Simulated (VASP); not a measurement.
Wanted: the native input for a VASP 6.6.1 run.

```
Task                   : relaxation of cell and atoms
Functional             : PBE
Potentials or basis    : VASP PAW PBE potentials, release 64 (Ti_sv)
Cutoff                 : 600 eV
k mesh                 : 6 × 6 × 4
Occupations            : gaussian, width 0.1 eV
Spin                   : no spin polarisation
Dipole correction      : no
Further INCAR settings : ALGO = Normal; EDIFF = 1e-06; IBRION = 2; EDIFFG = -0.04; NSW = 90; ISIF = 3
```

The structure of Ti lies in POSCAR:

```
Ti
1.0
    1.6185514997     -5.1343778691      0.0000000000
    1.6185514997      5.1343778691      0.0000000000
    0.0000000000      0.0000000000      4.2835381079
Ti
4
Direct
    0.0980000000      0.9020000000      0.9100000000
    0.5980000000      0.4020000000      0.5900000000
    0.9020000000      0.0980000000      0.0900000000
    0.4020000000      0.5980000000      0.4100000000
```

These files were run (other wordings do the same):

INCAR

```
PREC = Accurate
ENCUT = 600
EDIFF = 1E-6
ISMEAR = 0
SIGMA = 0.1
LREAL = False
LASPH = True
NELM = 60
ALGO = Normal
ISIF = 3
LWAVE = False
LCHARG = False
GGA = PE
IBRION = 2
NSW = 90
EDIFFG = -0.04
```

KPOINTS

```
regular mesh
0
Gamma
  6 6 4
```

Potentials or basis: VASP PAW PBE potentials, release 64 (Ti_sv).

Launch:

```console
$ cat potpaw_PBE.64/Ti_sv/POTCAR > POTCAR
$ mpirun -np 1 vasp_std > vasp.out
```

Results of the run:

The relaxed volume is 17.52 Å³/atom and the relaxed cell is a = 5.069 Å, b = 5.069 Å, c = 4.927 Å, α = 90.00°, β = 90.00°, γ = 146.38°. The space group after relaxing (to 0.1 Å) is Fmmm (No. 69). The energy gained by relaxing is 1674.1 meV/atom, the ionic steps are 20 and the pressure after relaxing is 0.1 GPa. The largest force after relaxing is 0.017 eV/Å and the band gap on the k mesh is zero (bands 24 and 25 overlap by 1.08 eV).

Caveat: the k points lie up to 0.37 Å⁻¹ apart in the final cell, too coarse for converged energies and pressures of a metal; a cell axis changed by over 15 % at a fixed basis, so the end point is rough.

Run time: 14 min on 1 thread of Intel(R) Xeon(R) 6975P-C (Granite Rapids), with other jobs on the host, peak memory 0.33 GiB.
